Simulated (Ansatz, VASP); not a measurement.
**PbS in VASP and in Ansatz**

Contents of INCAR:

```
PREC = Accurate ; ENCUT = 520
EDIFF = 1E-6 ; ISMEAR = 0
SIGMA = 0.03 ; LREAL = F
LASPH = T ; NELM = 60
ALGO = Normal ; ISIF = 2
LWAVE = F ; LCHARG = T
GGA = PE ; LELF = T
LVHAR = T ; NBANDS = 17
```

Contents of KPOINTS:

```
Automatic mesh
0
Gamma
  10 10 10
```

POSCAR

```
PbS
1.0
    0.0000000000      2.9205250000      3.0094750000
    2.9205250000      0.0000000000      3.0094750000
    2.9205250000      2.9205250000      0.0000000000
Pb S
1 1
Direct
    0.0000000000      0.0000000000      0.0000000000
    0.5000000000      0.5000000000      0.5000000000
```

Input for Ansatz:

```yaml
crystal:
  lattice:
    - [0.0, 2.920525, 3.009475]
    - [2.920525, 0.0, 3.009475]
    - [2.920525, 2.920525, 0.0]
  atoms:
    - { symbol: Pb, position: [0.0, 0.0, 0.0] }
    - { symbol: S, position: [0.5, 0.5, 0.5] }
basis:
  ecutwfc: 420
kpoints:
  mp_grid: { grid: [10, 10, 10] }
hamiltonian:
  xc: pbe
scf:
  occupations: { method: gaussian, width: 0.03 }
output:
  forces: true
  stress: true
  eigenvalues: true
  write_density: true
  write_potential: true
  elf: true
  volumetric_format: npy
```

Change from the starting cell: strain -0.015 along x and y, +0.015 along z, atoms carried along.

Alike in both runs: task single point; functional PBE; k mesh 10 × 10 × 10; occupations gaussian, width 0.03 eV; no spin polarisation.

|  | VASP | Ansatz |
| --- | --- | --- |
| version | VASP 6.6.1 | Ansatz 0.2.0 |
| potentials or method | VASP PAW PBE potentials, release 64 (Pb_d, S), cutoff 520 eV | scalar-relativistic, plane waves, PAW |
| valence electrons in the cell | 20 | 20 |

```csv
,VASP,Ansatz,Ansatz less VASP
gap on the k mesh at the Fermi level (eV),0.28,0.27,-0.007
least direct gap on the mesh (eV),0.28,0.27,-0.007
pressure (GPa),3.3,3.4,+0.09
"traceless stress, the component that is largest in VASP (GPa)",-2.67,-2.67,+0.001
```

Neither program's run includes spin-orbit coupling.
